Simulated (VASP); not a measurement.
# Rh: single point with PBEsol

The system is Rh.

```
CELL_PARAMETERS angstrom
2.68874 0.00000 0.00000
-1.34437 2.32851 0.00000
0.00000 0.00000 4.32902
ATOMIC_POSITIONS crystal
Rh 0.66667 0.33333 0.76732
Rh 0.33333 0.66667 0.23268
```

This cell differs from its parent crystal: atoms displaced along a vibrational mode.

```
Program             : VASP 6.6.1
Task                : single point
Functional          : PBEsol
Potentials or basis : VASP PAW PBE potentials, release 64 (Rh_pv)
Cutoff              : 520 eV
k mesh              : 24 × 24 × 14
Occupations         : gaussian, width 0.15 eV
Spin                : no spin polarisation
```

```json
{
 "Pressure": "3.9 GPa",
 "Largest force": "1.850 eV/Å",
 "Band gap on the k mesh": "zero (bands 15 and 16 overlap by 2.36 eV)"
}
```

Forces on the atoms (eV/Å):
```
Rh   0.000  0.000 -1.850
Rh   0.000  0.000  1.850
```

Stress tensor (GPa, compression positive):
```
2.76 0.00 0.00
0.00 2.76 0.00
0.00 0.00 6.30
```

Levels at points of the mesh, in eV from the Fermi level:
| k point | band 13 | band 14 | band 15 | band 16 | band 17 | band 18 |
| --- | --- | --- | --- | --- | --- | --- |
| (0.00, 0.00, 0.00) | -2.85 | -1.88 | -1.88 | 0.17 | 0.17 | 0.75 |
| (0.50, 0.00, 0.00) | -2.28 | 0.35 | 0.58 | 0.81 | 3.01 | 5.15 |
| (0.00, 0.00, 0.50) | -3.37 | -2.83 | -0.71 | -0.71 | -0.18 | -0.18 |
| (0.50, 0.00, 0.50) | -0.49 | -0.29 | 0.48 | 0.66 | 2.26 | 2.98 |

Run time: 3.1 min on 1 thread of Intel(R) Xeon(R) 6975P-C (Granite Rapids), with other jobs on the host, peak memory 0.43 GiB.

Caveat: the cell differs from its parent crystal (atoms displaced along a vibrational mode); the cell stands under pressure; the PAW data sets were made with another functional, which shifts forces and pressure a little.
